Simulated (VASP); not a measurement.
A run of VASP 6.6.1 is set up as follows.

Contents of INCAR:

```
SYSTEM = TmI4
PREC = Accurate ; ENCUT = 500
EDIFF = 1E-7 ; ISMEAR = 0
SIGMA = 0.2 ; LREAL = .False.
LASPH = .True. ; NELM = 200
ALGO = Normal ; ISIF = 3
LWAVE = .False. ; LCHARG = .False.
GGA = PE ; IBRION = 2
NSW = 36 ; EDIFFG = -0.08
GGA_COMPAT = .False. ; NELMIN = 4
LMAXMIX = 6
```

The input KPOINTS:

```
Automatic mesh
0
Gamma
  3 3 3
  0 0 0
```

The input POSCAR:

```
TmI4
1.0
    0.0000000000      4.9519888700      4.9519888700
    4.9519888700      0.0000000000      4.9519888700
    4.9519888700      4.9519888700      0.0000000000
Tm I
1 4
Direct
    0.5000000000      0.5000000000      0.5000000000
    0.1076931100      0.1076931100      0.1076931100
    0.1076931100      0.1076931100      0.6769206800
    0.1076931100      0.6769206800      0.1076931100
    0.6769206800      0.1076931100      0.1076931100
```

Potentials or basis: VASP PAW PBE potentials, release 64 (Tm_3, I), 4f in core.

The run is started by

```console
$ cat potpaw_PBE.64/Tm_3/POTCAR potpaw_PBE.64/I/POTCAR > POTCAR
$ mpirun -np 1 vasp_std > vasp.out
```

**Question.** Predict the space group after relaxing (to 0.1 Å).

**Answer.** F-43m (No. 216).

**Question.** What does it give for the relaxed cell?

**Answer.** a = 6.934 Å, b = 6.934 Å, c = 6.934 Å, α = 60.00°, β = 60.00°, γ = 60.00°.

**Question.** Estimate the relaxed volume.

**Answer.** 47.15 Å³/atom.

Step by step:
```tsv
step	energy change (eV)	largest force (eV/Å)	pressure (GPa)	volume (Å³)
1	0.0000	4.0280	3.21	242.87
2	-1.6556	0.7500	-1.71	278.70
3	-1.6660	0.5822	-1.92	283.08
4	-2.0150	0.4001	-1.42	259.87
5	-2.1868	0.0730	-0.11	235.74
```

Caveat: the k points lie up to 0.37 Å⁻¹ apart in the final cell, too coarse for converged energies and pressures of a metal; spin-orbit coupling is left out, which moves the levels of the heavy elements; the 4f electrons are frozen in the core, so they carry no moment and show no levels; an odd number of electrons without spin polarisation forces a metal; a magnetic or distorted state may lie lower; the run has no spin polarisation, though such a crystal can be magnetic; the relaxation stopped at a loose force limit of 0.08 eV/Å, so its end isn't a converged minimum. Spin polarisation is off, so any magnetic state and its effect on volume and gap are missing.
